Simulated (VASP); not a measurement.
Write the native input for VASP 6.6.1 that does the following.

```yaml
Task: single point
Functional: LDA
Potentials_or_basis: VASP PAW LDA potentials, release 64 (Zn, O)
Cutoff: 520 eV
k_mesh: 9 × 9 × 5
Occupations: fermi-dirac, width 0.05 eV
Spin: no spin polarisation
Dipole_correction: no
Further_INCAR_settings: ALGO = Normal; EDIFF = 1e-06; NBANDS = 26
```

The structure of ZnO (zincite) lies in POSCAR:

```
ZnO
1.0
    3.2274999067      0.0000000000      0.0000000000
   -1.6137499533      2.7950969099      0.0000000000
    0.0000000000      0.0000000000      5.1707703030
Zn O
2 2
Direct
    0.6666666667      0.3333333333      0.0000000000
    0.3333333333      0.6666666667      0.5000000000
    0.3333333333      0.6666666667      0.8790100000
    0.6666666667      0.3333333333      0.3790100000
```

These files were run (other wordings do the same):

INCAR

```
SYSTEM = ZnO
  ALGO = Normal
  EDIFF = 1E-6
  ENCUT = 520
  ISIF = 2
  ISMEAR = -1
  LASPH = .True.
  LCHARG = .True.
  LELF = .True.
  LREAL = .False.
  LVHAR = .True.
  LWAVE = .False.
  NBANDS = 26
  NELM = 100
  PREC = Accurate
  SIGMA = 0.05
```

KPOINTS

```
k-points
0
Gamma
  9 9 5
  0 0 0
```

Potentials or basis: VASP PAW LDA potentials, release 64 (Zn, O).

Run with:

```console
$ cat potpaw_LDA.64/Zn/POTCAR potpaw_LDA.64/O/POTCAR > POTCAR
$ mpirun -np 1 vasp_std > vasp.out
```

It gave:

```
Pressure               : -3.2 GPa
Largest force          : 0.063 eV/Å
Band gap on the k mesh : 0.78 eV, direct
```

It took 13 s on 1 thread of Intel(R) Xeon(R) 6975P-C (Granite Rapids), on a shared host, peak memory 0.15 GiB.
